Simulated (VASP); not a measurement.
MgO, 8 atoms in the cell. The typed cell holds 8 atoms: a = 4.314 Å, b = 4.208 Å, c = 4.246 Å, α = 91.20°, β = 90.12°, γ = 89.66°.  This cell differs from its parent crystal: atoms moved at random and the cell strained at random.

```yaml
Program: VASP 6.6.1
Task: single point
Functional: PBEsol
Potentials_or_basis: VASP PAW PBE potentials, release 64 (Mg, O)
Cutoff: 520 eV
k_mesh: 6 × 6 × 6
Occupations: gaussian, width 0.05 eV
Spin: no spin polarisation
Dipole_correction: no
Further_INCAR_settings: ALGO = Normal; EDIFF = 1e-07; NBANDS = 26
```

Potentials or basis: VASP PAW PBE potentials, release 64 (Mg, O).

Run with:

```sh
$ cat potpaw_PBE.64/Mg/POTCAR potpaw_PBE.64/O/POTCAR > POTCAR
$ mpirun -np 1 vasp_std > vasp.out
```

Hardware: 1 thread of Intel(R) Xeon(R) 6975P-C (Granite Rapids) (shared host).

Question: Estimate the wall time of this run.

Answer: Run time: 99 s on 1 thread of Intel(R) Xeon(R) 6975P-C (Granite Rapids), with other jobs on the host, peak memory 0.29 GiB. Counts: scf iterations 15, k points 112.
